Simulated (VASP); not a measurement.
Set up this calculation in VASP 6.6.1, as the native input.

- Task: relaxation of cell and atoms
- Functional: PBE
- Potentials or basis: VASP PAW PBE potentials, release 64 (Li_sv, Nb_sv, P)
- Cutoff: 600 eV
- k mesh: 12 × 12 × 4
- Occupations: gaussian, width 0.1 eV
- Spin: no spin polarisation
- Dipole correction: no
- Further INCAR settings: ALGO = Normal; EDIFF = 1e-07; IBRION = 2; EDIFFG = -0.01; NSW = 100; ISIF = 3

The structure of LiNbP2 lies in POSCAR:

```
LiNbP2
1.0
    3.5019606222      0.0000000000      0.0000000000
   -1.7509803111      3.0327868618      0.0000000000
    0.0000000000      0.0000000000     12.3919510568
Li Nb P
2 2 4
Direct
    0.0000000000      0.0000000000      0.0000000000
    0.0000000000      0.0000000000      0.5000000000
    0.0000000000      0.0000000000      0.2500000000
    0.0000000000      0.0000000000      0.7500000000
    0.3333333333      0.6666666667      0.8725589243
    0.6666666667      0.3333333333      0.1274410757
    0.6666666667      0.3333333333      0.3725589243
    0.3333333333      0.6666666667      0.6274410757
```

These files were run (other wordings do the same):

INCAR

```
SYSTEM = LiNbP2
PREC = Accurate
ENCUT = 600
EDIFF = 1E-7
ISMEAR = 0
SIGMA = 0.1
LREAL = .False.
LASPH = .True.
NELM = 100
ALGO = Normal
ISIF = 3
LWAVE = .False.
LCHARG = .False.
GGA = PE
IBRION = 2
NSW = 100
EDIFFG = -0.01
```

KPOINTS

```
regular mesh
0
Gamma
  12 12 4
  0 0 0
```

Potentials or basis: VASP PAW PBE potentials, release 64 (Li_sv, Nb_sv, P).

Run with:

```bash
$ cat potpaw_PBE.64/Li_sv/POTCAR potpaw_PBE.64/Nb_sv/POTCAR potpaw_PBE.64/P/POTCAR > POTCAR
$ mpirun -np 1 vasp_std > vasp.out
```

It gave:

* Relaxed volume: 16.38 Å³/atom
* Relaxed cell: a = 3.506 Å, b = 3.506 Å, c = 12.310 Å, α = 90.00°, β = 90.00°, γ = 120.00°
* Space group after relaxing (to 0.05 Å): P6_3/mmc (No. 194)
* Energy gained by relaxing: 0.2 meV/atom
* Ionic steps: 7
* Pressure after relaxing: 0.0 GPa
* Largest force after relaxing: 0.009 eV/Å
* Band gap on the k mesh: zero (band 26 reaches 7.35 eV, above the bottom of band 27 at 6.70 eV)

Caveat: the cutoff is under 1.25 times the usual one of these potentials, so pressure, stress and relaxed cells hold a basis-set (Pulay) error.

Wall time 16 min on 1 thread of AMD EPYC 7R13 Processor (Zen 3) (shared host), peak memory 0.41 GiB.
